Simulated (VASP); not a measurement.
# Ti (Im-3m) in VASP: notebook, part 2 of 2

VASP 6.6.1. The steps go on from the part before.

### Step 3. Single point, LDA

This run uses another cell than the first one, of 16.01 Å³/atom, 1.017 times its volume.

Contents of INCAR:

```
SYSTEM = Ti
PREC     = Accurate       ! precision mode
ENCUT    = 520            ! plane-wave cutoff, eV
EDIFF    = 1E-7           ! SCF threshold, eV
ISMEAR   = 0              ! smearing method
SIGMA    = 0.1            ! smearing width, eV
LREAL    = .False.        ! projectors in reciprocal space
LASPH    = .True.         ! aspherical terms in the spheres
NELM     = 60             ! most SCF steps
ALGO     = Normal         ! electronic algorithm
ISIF     = 2              ! what is computed and relaxed
LWAVE    = .False.        ! write WAVECAR
LCHARG   = .False.        ! write CHGCAR
GGA      = CA             ! functional
NBANDS   = 12             ! bands
```

Contents of KPOINTS:

```
Automatic mesh
0
Gamma
  8 8 8
  0 0 0
```

Contents of POSCAR:

```
Ti
1.0
   -1.5875996537      1.5875996537      1.5875996537
    1.5875996537     -1.5875996537      1.5875996537
    1.5875996537      1.5875996537     -1.5875996537
Ti
1
Direct
    0.0000000000      0.0000000000      0.0000000000
```

Potentials or basis: VASP PAW LDA potentials, release 64 (Ti_sv).

Command:

```sh
$ cat potpaw_LDA.64/Ti_sv/POTCAR > POTCAR
$ mpirun -np 1 vasp_std > vasp.out
```

Wall time 4 s (1 thread of Intel Xeon 6975P-C, shared host); peak memory 0.12 GiB.

The run converged. Its results:

| Item | Value |
| --- | --- |
| Free energy | -8.4673 eV |
| Pressure | -1.0 GPa |
| Band gap on the k mesh | zero (band 6 reaches 9.73 eV, above the bottom of band 7 at 8.09 eV) |

Levels at points of the mesh, in eV from the Fermi level:
```csv
k point,band 3,band 4,band 5,band 6,band 7,band 8,band 9,band 10
"(0.00, 0.00, 0.00)",-31.79,-31.79,-6.02,1.03,1.03,1.03,2.99,2.99
"(0.50, 0.00, 0.00)",-32.07,-31.80,-2.64,-0.51,1.53,2.99,3.38,4.73
"(0.50, 0.50, 0.50)",-32.40,-32.40,-2.38,-2.38,4.33,4.33,4.33,9.10
```

### Step 4. Single point, LDA

This run uses another cell than the first one, of 16.00 Å³/atom, 1.017 times its volume.

Contents of INCAR:

```
PREC = Accurate
ENCUT = 520
EDIFF = 1E-6
ISMEAR = 0
SIGMA = 0.1
LREAL = False
LASPH = True
NELM = 60
ALGO = Normal
ISIF = 2
LWAVE = False
LCHARG = False
GGA = CA
NBANDS = 12
```

Contents of KPOINTS:

```
regular mesh
0
Gamma
  8 8 8
```

Contents of POSCAR:

```
Ti
1.0
   -1.5875134128      1.5875134128      1.5875134128
    1.5875134128     -1.5875134128      1.5875134128
    1.5875134128      1.5875134128     -1.5875134128
Ti
1
Direct
    0.0000000000      0.0000000000      0.0000000000
```

Command:

```sh
$ cat potpaw_LDA.64/Ti_sv/POTCAR > POTCAR
$ mpirun -np 1 vasp_std > vasp.out
```

Run time: 3.5 s. Hardware: 1 thread of Intel Xeon 6975P-C, shared host; peak memory 0.12 GiB.

Results (log left out):

```
Free energy            : -8.4673 eV
Pressure               : -1.0 GPa
Band gap on the k mesh : zero (band 6 reaches 9.73 eV, above the bottom of band 7 at 8.09 eV)
```

Levels at points of the mesh, in eV from the Fermi level:
```tsv
k point	band 2	band 3	band 4	band 5	band 6	band 7	band 8	band 9	band 10	band 11
(0.00, 0.00, 0.00)	-31.79	-31.79	-31.79	-6.02	1.03	1.03	1.03	2.99	2.99	18.10
(0.50, 0.00, 0.00)	-32.69	-32.07	-31.80	-2.64	-0.51	1.54	2.99	3.38	4.73	9.74
(0.50, 0.50, 0.50)	-32.40	-32.40	-32.40	-2.38	-2.38	4.33	4.33	4.33	9.11	9.11
```

### Step 5. Single point, LDA

This run uses another cell than the first one, of 16.00 Å³/atom, 1.017 times its volume.

Contents of INCAR:

```
ALGO = Normal ; EDIFF = 1E-7
ENCUT = 520 ; GGA = CA
ISIF = 2 ; ISMEAR = 0
LASPH = T ; LCHARG = F
LREAL = F ; LWAVE = F
NBANDS = 12 ; NELM = 80
PREC = Accurate ; SIGMA = 0.1
```

Contents of KPOINTS:

```
k-points
0
Gamma
  8 8 8
```

Contents of POSCAR:

```
Ti
1.0
   -1.5873429063      1.5873429063      1.5873429063
    1.5873429063     -1.5873429063      1.5873429063
    1.5873429063      1.5873429063     -1.5873429063
Ti
1
Direct
    0.0000000000      0.0000000000      0.0000000000
```

Potentials or basis: VASP PAW LDA potentials, release 64 (Ti_sv).

Command:

```sh
$ cat potpaw_LDA.64/Ti_sv/POTCAR > POTCAR
$ mpirun -np 1 vasp_std > vasp.out
```

OUTCAR:

```text
EDIFF = 1E-7
   ENCUT = 520
   GGA = CA
   ISIF = 2
   ISMEAR = 0
   LASPH = T
   LREAL = F
   NELM = 80
   PREC = Accurate

 ion  position               nearest neighbor table
   1  0.000  0.000  0.000-

  LATTYP: Found a body centered cubic cell.
 ALAT       =     3.1746858126

  Lattice vectors:

 A1 = (  -1.5873429063,   1.5873429063,   1.5873429063)
 A2 = (   1.5873429063,  -1.5873429063,   1.5873429063)
 A3 = (   1.5873429063,   1.5873429063,  -1.5873429063)

Analysis of symmetry for initial positions (statically):
=====================================================================
 Subroutine PRICEL returns:
 Original cell was already a primitive cell.

 Routine SETGRP: Setting up the symmetry group for a
 body centered cubic supercell.

 Subroutine GETGRP returns: Found 48 space group operations
 (whereof 48 operations were pure point group operations)
 out of a pool of 48 trial point group operations.

The static configuration has the point symmetry O_h .

Analysis of symmetry for dynamics (positions and initial velocities):
=====================================================================
 Subroutine PRICEL returns:
[... 167 lines left out ...]
      4     -23.0818      2.00000
      5       2.6927      2.00000
      6       9.7352      0.00000
      7       9.7352      0.00000
      8       9.7352      0.00000
      9      11.6980      0.00000
     10      11.6980      0.00000
     11      26.8076      0.00000
     12      26.8076      0.00000
[... 331 lines left out ...]
 k-point    24 :      -0.3750    0.3750    0.2500
  band No.  band energies     occupation
      1     -46.7366      2.00000
      2     -23.7464      2.00000
      3     -23.4855      2.00000
      4     -23.4063      2.00000
      5       6.9314      2.00000
      6       7.7577      2.00000
      7      10.1112      0.00000
      8      10.6656      0.00000
      9      12.4513      0.00000
     10      13.7166      0.00000
     11      20.9028      0.00000
     12      22.7933      0.00000

 [... further k-points ...]

------------------------ aborting loop because EDIFF is reached ----------------------------------------

  FORCE on cell =-STRESS in cart. coord.  units (eV):
  Direction    XX          YY          ZZ          XY          YZ          ZX
  --------------------------------------------------------------------------------------
  -------------------------------------------------------------------------------------
  Total       -0.0930482     -0.0930482     -0.0930482      0.0000000      0.0000000      0.0000000
  in kB       -9.3185065     -9.3185065     -9.3185065      0.0000000      0.0000000      0.0000000
  external PRESSURE =      -9.3185065 kB  Pullay stress =       0.0000000 kB

 VOLUME and BASIS-vectors are now :
 -----------------------------------------------------------------------------
  energy-cutoff  :      520.00
  volume of cell :       16.00
      direct lattice vectors                 reciprocal lattice vectors
    -1.587342906  1.587342906  1.587342906     0.000000000  0.314991800  0.314991800
     1.587342906 -1.587342906  1.587342906     0.314991800  0.000000000  0.314991800
     1.587342906  1.587342906 -1.587342906     0.314991800  0.314991800  0.000000000

 POSITION                                       TOTAL-FORCE (eV/Angst)
 -----------------------------------------------------------------------------------
      0.00000      0.00000      0.00000        -0.000000      0.000000      0.000000
 -----------------------------------------------------------------------------------
    total drift:                                0.000000     -0.000000      0.000000

  FREE ENERGIE OF THE ION-ELECTRON SYSTEM (eV)
  ---------------------------------------------------
  free  energy   TOTEN  =        -8.4673429757 eV

  energy  without entropy=       -8.4574519906  energy(sigma->0) =       -8.46239748
```

It took 3.5 s on 1 thread of Intel Xeon 6975P-C, shared host; peak memory 0.12 GiB.

What came out:

```yaml
Free_energy: -8.4673 eV
Pressure: -0.9 GPa
Band_gap_on_the_k_mesh: zero (band 6 reaches 9.74 eV, above the bottom of band 7 at 8.10 eV)
```

### Step 6. Overview

```tsv
cell	gap on the mesh (eV)	pressure (GPa)
a = 2.734 Å, angles 109.5°, 1 atom	none	1.1
a = 2.750 Å, angles 109.5°, 1 atom	none	-1.0
a = 2.749 Å, angles 109.5°, 1 atom	none	-0.9
```

Alike in all rows: task single point; level LDA; potentials or basis VASP PAW LDA potentials, release 64 (Ti_sv); no spin polarisation; k mesh 8 × 8 × 8; cutoff (eV) 520; smearing gaussian 0.1 eV.

Absolute energies hang on the potentials; compare differences alone.
